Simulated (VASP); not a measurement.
GaSb: single point with LDA

The system is GaSb.

```
Ga Sb
1.0
    -2.87865    2.87865    1.72330
     2.87865   -2.87865    1.72330
     2.87865    2.87865   -1.72330
Ga Sb
1 1
Direct
  0.25000 0.75000 0.50000
  0.00000 0.00000 0.00000
```

| Property | Result |
| --- | --- |
| Program | VASP 6.6.1 |
| Task | single point |
| Functional | LDA |
| Potentials or basis | VASP PAW LDA potentials, release 64 (Ga_d, Sb) |
| Cutoff | 520 eV |
| k mesh | 16 × 16 × 16 |
| Occupations | gaussian, width 0.15 eV |
| Spin | no spin polarisation |
| Dipole correction | no |
| Further INCAR settings | ALGO = Normal; EDIFF = 1e-06; NBANDS = 16 |

```yaml
Pressure: -8.8 GPa
Band_gap_on_the_k_mesh: zero (bands 9 and 10 overlap by 4.13 eV)
```

Stress tensor (GPa, compression positive):
```
-8.88  0.00  0.00
 0.00 -8.88  0.00
 0.00  0.00 -8.69
```

Levels at points of the mesh, in eV from the Fermi level:
```
           k point  band 5  band 6  band 7  band 8  band 9  band 10  band 11  band 12  band 13  band 14
(0.00, 0.00, 0.00)  -14.79  -10.80   -3.22   -1.34   -1.34     3.60     3.91     6.11     6.27     6.27
(0.50, 0.00, 0.00)  -14.78   -8.24   -5.03   -2.25   -1.25    -0.79     2.66     2.90     4.54     7.73
(0.50, 0.50, 0.00)  -14.79   -9.63   -7.06    0.15    1.75     1.84     2.29     3.63     5.58     7.43
(0.50, 0.50, 0.50)  -14.78   -8.82   -5.43   -3.95   -3.95     2.48     4.13     8.81     8.81    10.81
```

It took 5.4 min on 1 thread of Intel(R) Xeon(R) Platinum 8488C (Sapphire Rapids), on a shared host, peak memory 0.43 GiB.

Caveat: the cell stands under tension; spin-orbit coupling is left out, which moves the levels of the heavy elements.
